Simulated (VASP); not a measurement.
Input of a VASP 6.6.1 run:

INCAR

```
ALGO     = Normal         # electronic algorithm
EDIFF    = 1E-7           # SCF threshold, eV
EDIFFG   = -0.08          # ionic threshold
ENCUT    = 600            # plane-wave cutoff, eV
GGA      = PE             # functional
GGA_COMPAT= F            
IBRION   = 2              # ionic algorithm
ISIF     = 3              # what is computed and relaxed
ISMEAR   = 0              # smearing method
LASPH    = T              # aspherical terms in the spheres
LCHARG   = F              # write CHGCAR
LREAL    = F              # projectors in reciprocal space
LWAVE    = F              # write WAVECAR
NELM     = 120            # most SCF steps
NELMIN   = 4            
NSW      = 36             # ionic steps
PREC     = Accurate       # precision mode
SIGMA    = 0.2            # smearing width, eV
```

File KPOINTS:

```
k-points
0
Gamma
  7 7 3
```

Contents of POSCAR:

```
AlC
1.0
    3.2000000000      0.0000000000      0.0000000000
   -1.6000000000      2.7712812900      0.0000000000
    0.0000000000      0.0000000000      6.1000000000
Al C
2 2
Direct
    0.6666666700      0.3333333300      0.7460000000
    0.3333333300      0.6666666700      0.2540000000
    0.0000000000      0.0000000000      0.1270000000
    0.0000000000      0.0000000000      0.8730000000
```

Potentials or basis: VASP PAW PBE potentials, release 64 (Al, C).

Command:

```bash
$ cat potpaw_PBE.64/Al/POTCAR potpaw_PBE.64/C/POTCAR > POTCAR
$ mpirun -np 1 vasp_std > vasp.out
```

(1) What does it give for the band gap on the k mesh?

(2) What does it give for the relaxed cell?

Answers

(1) zero (band 7 reaches 9.64 eV, above the bottom of band 8 at 5.81 eV).

(2) a = 3.127 Å, b = 3.127 Å, c = 5.765 Å, α = 90.00°, β = 90.00°, γ = 120.00°.
